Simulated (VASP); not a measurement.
Wanted: the native input for a VASP 6.6.1 run.

```
Task                   : single point
Functional             : PBE
Potentials or basis    : VASP PAW PBE potentials, release 64 (Mg, O)
Cutoff                 : 520 eV
k mesh                 : 12 × 12 × 6
Occupations            : fermi-dirac, width 0.02 eV
Spin                   : no spin polarisation
Dipole correction      : no
Further INCAR settings : ALGO = Normal; EDIFF = 1e-06; NBANDS = 16
```

The structure of MgO lies in POSCAR:

```
MgO
1.0
    3.1566885389      0.0000000000      0.0000000000
   -1.5783442695      2.7337724665      0.0000000000
    0.0000000000      0.0000000000      5.2643910538
Mg O
2 2
Direct
    0.3333333333      0.6666666667      0.0006739414
    0.6666666667      0.3333333333      0.5006739414
    0.3333333333      0.6666666667      0.3743260586
    0.6666666667      0.3333333333      0.8743260586
```

This cell differs from its parent crystal: epitaxial xy strain -4.0%.

The input as run:

INCAR

```
SYSTEM = MgO
PREC     = Accurate       ! precision mode
ENCUT    = 520            ! plane-wave cutoff, eV
EDIFF    = 1E-6           ! SCF threshold, eV
ISMEAR   = -1             ! smearing method
SIGMA    = 0.02           ! smearing width, eV
LREAL    = .FALSE.        ! projectors in reciprocal space
LASPH    = .TRUE.         ! aspherical terms in the spheres
NELM     = 100            ! most SCF steps
ALGO     = Normal         ! electronic algorithm
ISIF     = 2              ! what is computed and relaxed
LWAVE    = .FALSE.        ! write WAVECAR
LCHARG   = .FALSE.        ! write CHGCAR
GGA      = PE             ! functional
NBANDS   = 16             ! bands
```

KPOINTS

```
Automatic mesh
0
G
  12 12 6
  0 0 0
```

Potentials or basis: VASP PAW PBE potentials, release 64 (Mg, O).

The run is started by

```bash
$ cat potpaw_PBE.64/Mg/POTCAR potpaw_PBE.64/O/POTCAR > POTCAR
$ mpirun -np 1 vasp_std > vasp.out
```

Results of the run:

```
Pressure               : 9.7 GPa
Largest force          : 0.019 eV/Å
Band gap on the k mesh : 3.94 eV, direct
```

Caveat: the cell differs from its parent crystal (epitaxial xy strain -4.0%).

Run time: 35 s on 1 thread of Intel(R) Xeon(R) Platinum 8259CL CPU @ 2.50GHz (Skylake/Cascade Lake) (shared host), peak memory 0.19 GiB.
